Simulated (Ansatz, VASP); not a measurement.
## YSb: VASP beside Ansatz

File INCAR:

```
PREC     = Accurate       # precision mode
ENCUT    = 520            # plane-wave cutoff, eV
EDIFF    = 1E-6           # SCF threshold, eV
ISMEAR   = -1             # smearing method
SIGMA    = 0.1            # smearing width, eV
LREAL    = F              # projectors in reciprocal space
LASPH    = T              # aspherical terms in the spheres
NELM     = 60             # most SCF steps
ALGO     = Normal         # electronic algorithm
ISIF     = 2              # what is computed and relaxed
LWAVE    = F              # write WAVECAR
LCHARG   = F              # write CHGCAR
NBANDS   = 15             # bands
```

KPOINTS

```
regular mesh
0
Gamma
  12 12 12
```

POSCAR

```
YSb
1.0
    0.0000000000      3.3382484322      3.3382484322
    3.3382484322      0.0000000000      3.3382484322
    3.3382484322      3.3382484322      0.0000000000
Y Sb
1 1
Direct
    0.0000000000      0.0000000000      0.0000000000
    0.2500000000      0.2500000000      0.2500000000
```

Input for Ansatz:

```yaml
crystal:
  lattice:
    - [0.0, 3.3382484322, 3.3382484322]
    - [3.3382484322, 0.0, 3.3382484322]
    - [3.3382484322, 3.3382484322, 0.0]
  atoms:
    - { symbol: "Y", position: [0.0, 0.0, 0.0] }
    - { symbol: Sb, position: [0.25, 0.25, 0.25] }
kpoints:
  mp_grid: { grid: [12, 12, 12] }
scf:
  occupations: { method: fermi_dirac, width: 0.1 }
hamiltonian:
  xc: lda
  pseudopotentials: { kind: all_electron, lapw: { basis_error: 0.001 } }
output:
  forces: true
  stress: true
  eigenvalues: true
  populations: true
```

Change from the starting cell: volume scaled by 0.95, LAPW.

Alike in both runs: task single point; functional LDA; k mesh 12 × 12 × 12; occupations fermi-dirac, width 0.1 eV; no spin polarisation.

```csv
,VASP,Ansatz
version,VASP 6.6.1,Ansatz 0.2.0
potentials or method,"VASP PAW LDA potentials, release 64 (Y_sv, Sb), cutoff 520 eV","all-electron LAPW, scalar-relativistic"
```

|  | VASP | Ansatz | Ansatz less VASP |
| --- | --- | --- | --- |
| pressure (GPa) | 2.5 | 2.4 | -0.11 |

LDA's correlation is that of Perdew and Zunger in VASP and of Perdew and Wang (1992) in Ansatz. Ansatz ran all-electron here, and VASP with PAW potentials.

Spin-orbit coupling is off throughout.
